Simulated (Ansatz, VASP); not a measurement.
# Two plane-wave programs on TiO2

File INCAR:

```
SYSTEM = TiO2
PREC = Accurate
ENCUT = 520
EDIFF = 1E-6
ISMEAR = 0
SIGMA = 0.05
LREAL = .FALSE.
LASPH = .TRUE.
NELM = 150
ALGO = Normal
ISIF = 2
LWAVE = .FALSE.
LCHARG = .FALSE.
LMAXMIX = 4
LDAU = .TRUE.
LDAUTYPE = 2
LDAUL = 2 -1
LDAUU = 4 0
LDAUJ = 0 0
LDAUPRINT = 1
GGA = PE
NBANDS = 33
```

KPOINTS

```
regular mesh
0
G
  6 6 10
  0 0 0
```

POSCAR

```
TiO2
1.0
    4.8259977085      0.0000000000      0.0000000000
    0.0000000000      4.8259977085      0.0000000000
    0.0000000000      0.0000000000      3.0063836717
Ti O
2 4
Direct
    0.0000000000      0.0000000000      0.0000000000
    0.5000000000      0.5000000000      0.5000000000
    0.3056475955      0.3056475955      0.0000000000
    0.1943524045      0.8056475955      0.5000000000
    0.6943524045      0.6943524045      0.0000000000
    0.8056475955      0.1943524045      0.5000000000
```

Input for Ansatz:

```yaml
crystal:
  lattice:
    - [4.8259977085, 0.0, 0.0]
    - [0.0, 4.8259977085, 0.0]
    - [0.0, 0.0, 3.0063836717]
  atoms:
    - { symbol: Ti, position: [0.0, 0.0, 0.0] }
    - { symbol: Ti, position: [0.5, 0.5, 0.5] }
    - { symbol: O, position: [0.3056475955, 0.3056475955, 0.0] }
    - { symbol: O, position: [0.1943524045, 0.8056475955, 0.5] }
    - { symbol: O, position: [0.6943524045, 0.6943524045, 0.0] }
    - { symbol: O, position: [0.8056475955, 0.1943524045, 0.5] }
basis:
  ecutwfc: 420
kpoints:
  mp_grid: { grid: [6, 6, 10] }
hamiltonian:
  xc: pbe
  hubbard: { sites: [{ species: Ti, l: d, u_eff: 4.0 }] }
scf:
  occupations: { method: gaussian, width: 0.05 }
output:
  forces: true
  stress: true
  eigenvalues: true
```

Change from the starting cell: strain +0.040 along x and y, +0.000 along z, atoms carried along.

Alike in both runs: task single point; functional PBE; k mesh 6 × 6 × 10; occupations gaussian, width 0.05 eV; no spin polarisation; Hubbard terms Ti d U = 4.0 eV.

```csv
,VASP,Ansatz
version,VASP 6.6.1,Ansatz 0.2.0
potentials or method,"VASP PAW PBE potentials, release 64 (Ti_sv, O), cutoff 520 eV","scalar-relativistic, plane waves, PAW"
valence electrons in the cell,48,48
```

```csv
,VASP,Ansatz,Ansatz less VASP
gap on the k mesh at the Fermi level (eV),2.12,2.07,-0.055
least direct gap on the mesh (eV),2.15,2.13,-0.022
pressure (GPa),-10.4,-13.4,-3.08
"traceless stress, the component that is largest in VASP (GPa)",3.63,3.21,-0.419
rms of the force components (eV/Å),0.124,0.207,+0.0830
```

The programs project onto different local orbitals, so the same U acts differently, and such runs can settle in different states. Atom by atom the forces differ by 0.083 eV/Å (rms over components).
